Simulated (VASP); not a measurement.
Runs of VASP 6.6.1 on TaGeI. The structure is that of space group P4/nmm (No. 129), or close to it. The cells are those of the table. 

```tsv
task	cell	k mesh	cutoff (eV)	gap on the mesh (eV)	pressure (GPa)	relaxed volume (Å³/atom)	largest force (eV/Å)
relaxation of cell and atoms	relaxed from a = 4.656, b = 4.656, c = 6.920 Å, 6 atoms	4 × 4 × 4	600	none	-0.2	(b)	0.01
single point	a = 3.641, b = 3.641, c = 10.835 Å, 6 atoms	6 × 6 × 2	520	none	0.0	-	-
relaxation of cell and atoms	relaxed from a = 3.648, b = 3.648, c = 10.772 Å, 6 atoms	6 × 6 × 2	600	none	-0.2	23.94	0.02
relaxation of cell and atoms	relaxed from a = 3.641, b = 3.641, c = 10.835 Å, 6 atoms	10 × 10 × 4	600	none	0.0	-	-
single point	a = 3.648, b = 3.648, c = 10.772 Å, 6 atoms	4 × 4 × 4	520	none	(a)	-	0.02
single point	a = 4.656, b = 4.656, c = 6.920 Å, 6 atoms	4 × 4 × 4	520	none	-4.7	-	2.88
```

Alike in all rows: level PBE; potentials or basis VASP PAW PBE potentials, release 64 (Ta_pv, Ge_d, I); no spin polarisation; smearing gaussian 0.1 eV.

Problem. Estimate the missing entries.

Solution. (a) 0.1; (b) 23.31.

Caveats: some runs use coarse meshes; spin-orbit coupling is left out, which moves the levels of the heavy elements; this functional lacks dispersion, which binds the layers, so the pressure and a relaxed spacing across them are unreliable (some runs); the relaxation stopped at its first step, so nothing moved (some runs); forces of over 1 eV/Å act on the atoms, so gaps and moduli don't describe the material at rest (some runs).

A k mesh can miss the band edges, and the runs leave out spin-orbit coupling on Ge, I, Ta.

A gap of «none» marks levels without a gap at the run's occupations.
